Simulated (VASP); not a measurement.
# NaH (C2) in VASP: single point with PBE

Aim: the single point of NaH with PBE.

All numbers are computed with VASP 6.6.1; they aren't measurements. Logs are shortened: lines on timing, memory, paths and dates and some standing lists are left out, and cuts for length are marked.

### Step 1. The cell of the first run

It takes space group C2 (No. 5, monoclinic). The conventional cell has a = 4.034 Å, b = 4.535 Å, c = 3.072 Å, α = 90.00°, β = 90.49°, γ = 90.00°. Na (site symmetry 2) has 6 H at 2.31 to 2.60 Å and 6 Na at 3.03 to 3.07 Å within 3.1 Å. H (site symmetry 2) has 6 Na at 2.31 to 2.60 Å and 6 H at 3.03 to 3.07 Å within 3.1 Å.

### Step 2. Single point, PBE (strained and its atoms moved)

INCAR

```
SYSTEM = NaH
ALGO = Normal ; EDIFF = 1E-6
ENCUT = 520 ; GGA = PE
ISIF = 2 ; ISMEAR = 0
LASPH = .True. ; LCHARG = .True.
LELF = .True. ; LREAL = .False.
LVHAR = .True. ; LWAVE = .False.
NBANDS = 11 ; NELM = 100
PREC = Accurate ; SIGMA = 0.02
```

KPOINTS

```
k-points
0
Gamma
  10 10 10
  0 0 0
```

POSCAR

```
NaH
1.0
    3.0719991542     -0.0088949232      0.0088949232
   -0.0088949232      3.0295635736      0.1773074400
    0.0088949232      0.1773074400      3.0295635736
Na H
1 1
Direct
    0.0000000000      0.0598203985      0.0598203985
    0.5000000000      0.4401796015      0.4401796015
```

Potentials or basis: VASP PAW PBE potentials, release 64 (Na_pv, H).

Run with:

```
> cat potpaw_PBE.64/Na_pv/POTCAR potpaw_PBE.64/H/POTCAR > POTCAR
> mpirun -np 1 vasp_std > vasp.out
```

OUTCAR:

```text
SYSTEM = NaH
   EDIFF = 1E-6
   ENCUT = 520
   GGA = PE
   ISIF = 2
   ISMEAR = 0
   LASPH = .True.
   LREAL = .False.
   NELM = 100
   PREC = Accurate

 ion  position               nearest neighbor table
   1  0.000  0.060  0.060-
   2  0.500  0.440  0.440-

  LATTYP: Found a base centered monoclinic cell.
 ALAT       =     4.0337385366
 B/A-ratio  =     1.1243169182
 C/A-ratio  =     0.7615825570
 COS(beta)  =    -0.0085049837

  Lattice vectors:

 A1 = (  -0.0088949232,  -0.1773074400,  -3.0295635736)
 A2 = (  -0.0088949232,   3.0295635736,   0.1773074400)
 A3 = (   3.0719991542,  -0.0088949232,   0.0088949232)

Analysis of symmetry for initial positions (statically):
=====================================================================
 Subroutine PRICEL returns:
 Original cell was already a primitive cell.

 Routine SETGRP: Setting up the symmetry group for a
 base centered monoclinic supercell.

 Subroutine GETGRP returns: Found  2 space group operations
 (whereof  2 operations were pure point group operations)
 out of a pool of  4 trial point group operations.

The static configuration has the point symmetry C_2 .

Analysis of symmetry for dynamics (positions and initial velocities):
=====================================================================
 Subroutine PRICEL returns:
 Original cell was already a primitive cell.

 Routine SETGRP: Setting up the symmetry group for a
 base centered monoclinic supercell.

 Subroutine GETGRP returns: Found  2 space group operations
 (whereof  2 operations were pure point group operations)
 out of a pool of  4 trial point group operations.

The dynamic configuration has the point symmetry C_2 .

 Subroutine INISYM returns: Found  2 space group operations
 (whereof  2 operations are pure point group operations),
 and found     1 'primitive' translations

----------------------------------------------------------------------------------------

                                     Primitive cell

  volume of cell :      28.0985

  direct lattice vectors                    reciprocal lattice vectors
     3.071999154 -0.008894923  0.008894923     0.325526802  0.001015174 -0.001015174
    -0.008894923  3.029563574  0.177307440     0.001015174  0.331218211 -0.019387770
     0.008894923  0.177307440  3.029563574    -0.001015174 -0.019387770  0.331218211

  length of vectors
     3.072024909  3.034760698  3.034760698     0.325529968  0.331786707  0.331786707

  position of ions in fractional coordinates (direct lattice)
     1.000000000  0.059820399  0.059820399
     0.500000000  0.440179601  0.440179601

  ion indices of the primitive-cell ions
   primitive index   ion index
                 1           1
                 2           2

----------------------------------------------------------------------------------------

 KPOINTS: k-points

Automatic generation of k-mesh.
 Grid dimensions read from file:
 generate k-points for:   10   10   10

 Generating k-lattice:

  Cartesian coordinates                     Fractional coordinates (reciprocal lattice)
     0.032552680  0.000101517 -0.000101517     0.100000000  0.000000000 -0.000000000
     0.000101517  0.033121821 -0.001938777     0.000000000  0.100000000 -0.000000000
    -0.000101517 -0.001938777  0.033121821    -0.000000000 -0.000000000  0.100000000

  Length of vectors
     0.032552997  0.033178671  0.033178671

  Shift w.r.t. Gamma in fractional coordinates (k-lattice)
     0.000000000  0.000000000  0.000000000

 Subroutine IBZKPT returns following result:
 ===========================================

 Found    282 irreducible k-points:

 Following reciprocal coordinates:
            Coordinates               Weight
  0.000000  0.000000  0.000000      1.000000
  0.100000 -0.000000  0.000000      2.000000
  0.200000 -0.000000  0.000000      2.000000
  0.300000 -0.000000  0.000000      2.000000
  0.400000 -0.000000  0.000000      2.000000
  0.500000 -0.000000  0.000000      1.000000
[... 16 lines left out ...]
 -0.400000  0.200000  0.000000      4.000000
 -0.300000  0.200000  0.000000      4.000000
 [... further k-points ...]
   k-points           NKPTS =    282   k-points in BZ     NKDIM =    282   number of bands    NBANDS=     11
   number of dos      NEDOS =    301   number of ions     NIONS =      2
   total plane-waves  NPLWV =  13824
   dimension x,y,z NGX =    24 NGY =   24 NGZ =   24
   dimension x,y,z NGXF=    48 NGYF=   48 NGZF=   48
   ions per type =               1   1
   NGX,Y,Z   is equivalent  to a cutoff of  12.99, 13.15, 13.15 a.u.
   NGXF,Y,Z  is equivalent  to a cutoff of  25.98, 26.29, 26.29 a.u.
 SYSTEM =  NaH
   PREC   = accura    normal or accurate (medium, high low for compatibility)
   ISTART =      0    job   : 0-new  1-cont  2-samecut
   ICHARG =      2    charge: 1-file 2-atom 10-const
   ISPIN  =      1    spin polarized calculation?
   LNONCOLLINEAR =      F non collinear calculations
   LSORBIT =      F    spin-orbit coupling
   LASPH  =      T    aspherical Exc in radial PAW
   ENCUT  =  520.0 eV  38.22 Ry    6.18 a.u.   5.71  5.64  5.64*2*pi/ulx,y,z
   NELM   =    100;   NELMIN=  2; NELMDL= -5     # of ELM steps
   EDIFF  = 0.1E-05   stopping-criterion for ELM
   LREAL  =      F    real-space projection
   EDIFFG = 0.1E-04   stopping-criterion for IOM
   NSW    =      0    number of steps for IOM
   IBRION =     -1    ionic relax: 0-MD 1-quasi-New 2-CG
   NFREE  =      0    steps in history (QN), initial steepest desc. (CG)
   ISIF   =      2    stress and relaxation
   ISYM   =      2    0-nonsym 1-usesym 2-fastsym
   POTIM  = 0.5000    time-step for ionic-motion
   TEBEG  =    0.0;   TEEND  =   0.0 temperature during run
   PSTRESS=    0.0 pullay stress
   NELECT =       8.0000    total number of electrons
   NUPDOWN=      -1.0000    fix difference up-down
   EMIN   =  10.00;   EMAX   =-10.00  energy-range for DOS
   EFERMI =   0.00;   METHOD = LEGACY
   ISMEAR =     0;   SIGMA  =   0.02  broadening in eV -4-tet -1-fermi 0-gaus
   EFERMI_NEDOS =   21; number of points for ismear=-14 and -15
   IALGO  =     38    algorithm
   IMIX   =      4    mixing-type and parameters
     AMIX     =   0.40;   BMIX     =  1.00
     AMIX_MAG =   1.60;   BMIX_MAG =  1.00
  volume/ion in A,a.u.               =      14.05        94.81
  Fermi-wavevector in a.u.,A,eV,Ry     =   1.076987  2.035210 15.781407  1.159901
  Thomas-Fermi vector in A             =   2.212886
   LORBIT       =      0    0 simple, 1 ext, 2 COOP (PROOUT), +10 PAW based schemes
   GGA     = PE    functional components
   LHFCALC =     F    Hartree Fock is set to
   AEXX    =    0.0000 exact exchange contribution
   IVDW    =     0    specifies the selected vdW correction
   LEPSILON=     F    determine dielectric tensor
   LRPA    =     F    only Hartree local field effects (RPA)
 non-spin polarized calculation
 Gauss-broadening in eV      SIGMA  =   0.02
  energy-cutoff  :      520.00
  volume of cell :       28.10
 maximum number of plane-waves:       774
   NGX = 11   NGY = 11   NGZ = 11

 number of electron       7.9999994 magnetization

 Free energy of the ion-electron system (eV)
  ---------------------------------------------------
  ext. energy  EPLUGINS =         0.00000000
  ---------------------------------------------------
  free energy    TOTEN  =        -4.75744365 eV

  energy without entropy =       -4.75744365  energy(sigma->0) =       -4.75744365

 E-fermi :   0.7005     XC(G=0):  -7.8092

 val. band max:        0.5816080120   @ k =   0.5000   0.5000   0.5000
 cond. band min:       1.8573824677   @ k =   0.5000  -0.0000   0.0000
 fundamental gap:      1.2757744557
 Fermi energy:         0.7005350555

 k-point     1 :       0.0000    0.0000    0.0000
  band No.  band energies     occupation
      1     -23.5536      2.00000
      2     -23.5508      2.00000
      3     -23.5290      2.00000
      4      -4.6389      2.00000
      5       8.2948      0.00000
      6      11.3959      0.00000
      7      11.5188      0.00000
      8      12.5084      0.00000
      9      13.5412      0.00000
     10      14.3009      0.00000
     11      22.9567      0.00000

 k-point     2 :       0.1000   -0.0000    0.0000
  band No.  band energies     occupation
      1     -23.5526      2.00000
      2     -23.5498      2.00000
      3     -23.5413      2.00000
      4      -4.4959      2.00000
      5       7.6040      0.00000
      6      10.5015      0.00000
      7      11.5493      0.00000
      8      13.6375      0.00000
      9      13.6645      0.00000
     10      15.3357      0.00000
     11      22.7213      0.00000

 k-point     3 :       0.2000   -0.0000    0.0000
  band No.  band energies     occupation
      1     -23.5739      2.00000
      2     -23.5498      2.00000
      3     -23.5470      2.00000
      4      -4.0805      2.00000
      5       5.8428      0.00000
      6      10.3052      0.00000
      7      12.0068      0.00000
      8      13.9613      0.00000
      9      14.2426      0.00000
     10      18.0575      0.00000
     11      21.1921      0.00000

 k-point     4 :       0.3000   -0.0000    0.0000
  band No.  band energies     occupation
      1     -23.6135      2.00000
      2     -23.5464      2.00000
      3     -23.5436      2.00000
      4      -3.4444      2.00000
      5       3.9789      0.00000
      6      10.5641      0.00000
      7      12.7572      0.00000
      8      14.4546      0.00000
      9      14.8659      0.00000
     10      19.2927      0.00000
     11      19.5341      0.00000
[... 239 lines left out ...]
 k-point    22 :       0.5000    0.2000    0.0000
  band No.  band energies     occupation
      1     -23.6495      2.00000
      2     -23.5869      2.00000
      3     -23.5375      2.00000
      4      -1.9420      2.00000
      5       2.5348      0.00000
      6       8.5822      0.00000
      7      11.8564      0.00000
      8      14.1825      0.00000
      9      16.2395      0.00000
     10      18.0862      0.00000
     11      18.6812      0.00000

 k-point    23 :      -0.4000    0.2000    0.0000
  band No.  band energies     occupation
      1     -23.6378      2.00000
      2     -23.5882      2.00000
      3     -23.5385      2.00000
      4      -2.2805      2.00000
      5       3.1296      0.00000
      6       8.2834      0.00000
      7      12.1365      0.00000
      8      14.1469      0.00000
      9      15.8215      0.00000
     10      18.4991      0.00000
     11      19.1423      0.00000

 k-point    24 :      -0.3000    0.2000    0.0000
  band No.  band energies     occupation
      1     -23.6075      2.00000
      2     -23.5910      2.00000
      3     -23.5412      2.00000
      4      -2.9370      2.00000
      5       4.4935      0.00000
      6       7.7343      0.00000
      7      12.3189      0.00000
      8      14.2268      0.00000
      9      15.7114      0.00000
     10      18.8480      0.00000
     11      20.0507      0.00000

 [... further k-points ...]
[... 5 lines left out ...]
  --------------------------------------------------------------------------------------
  -------------------------------------------------------------------------------------
  Total       -0.2665969      0.1266296      0.1266296     -0.0068955      0.4104352      0.0068955
  in kB      -15.2013575      7.2204234      7.2204234     -0.3931792     23.4030201      0.3931791
  external PRESSURE =      -0.2535036 kB  Pullay stress =       0.0000000 kB

 VOLUME and BASIS-vectors are now :
 -----------------------------------------------------------------------------
  energy-cutoff  :      520.00
  volume of cell :       28.10
      direct lattice vectors                 reciprocal lattice vectors
     3.071999154 -0.008894923  0.008894923     0.325526802  0.001015174 -0.001015174
    -0.008894923  3.029563574  0.177307440     0.001015174  0.331218211 -0.019387770
     0.008894923  0.177307440  3.029563574    -0.001015174 -0.019387770  0.331218211

 POSITION                                       TOTAL-FORCE (eV/Angst)
 -----------------------------------------------------------------------------------
      0.00000      0.19184      0.19184         0.000000     -0.087382     -0.087382
      1.53600      1.40715      1.41605         0.000000      0.087382      0.087382
 -----------------------------------------------------------------------------------
    total drift:                                0.000000     -0.000624     -0.000624

  FREE ENERGIE OF THE ION-ELECTRON SYSTEM (eV)
  ---------------------------------------------------
  free  energy   TOTEN  =        -4.7574436486 eV

  energy  without entropy=       -4.7574436486  energy(sigma->0) =       -4.75744365
```

It took 56 s on 1 thread of Intel Xeon 8259CL, shared host; peak memory 0.19 GiB.

Results:

```yaml
Free_energy: -4.7574 eV
Pressure: 0.0 GPa
Largest_force: 0.124 eV/Å
Band_gap_on_the_k_mesh: 1.28 eV, indirect (least direct gap 4.22 eV)
```

Forces on the atoms (eV/Å):
```
Na   0.000 -0.087 -0.087
H    0.000  0.087  0.087
```

Caveat: the cell differs from its parent crystal (strained and its atoms moved). A k mesh can miss the band edges.
